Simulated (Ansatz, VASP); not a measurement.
# Two plane-wave programs on BP

```xyz
2
Lattice="0.0000 2.2750 2.2750 2.2750 0.0000 2.2750 2.2750 2.2750 0.0000" Properties=species:S:1:pos:R:3 pbc="T T T"
B     0.0000    0.0000    0.0000
P     1.1375    1.1375    1.1375
```

Alike in both runs: task single point; functional PBE; k mesh 8 × 8 × 8; occupations gaussian, width 0.02 eV; no spin polarisation.

|  | VASP | Ansatz |
| --- | --- | --- |
| version | VASP 6.6.1 | Ansatz 0.2.0 |
| potentials or method | VASP PAW PBE potentials, release 64 (B, P), cutoff 520 eV | scalar-relativistic, plane waves, PAW |
| valence electrons in the cell | 8 | 8 |

|  | VASP | Ansatz | Ansatz less VASP |
| --- | --- | --- | --- |
| gap on the k mesh at the Fermi level (eV) | 1.28 | 1.28 | +0.004 |
| least direct gap on the mesh (eV) | 3.39 | 3.39 | +0.003 |
| pressure (GPa) | -0.4 | -0.2 | +0.23 |
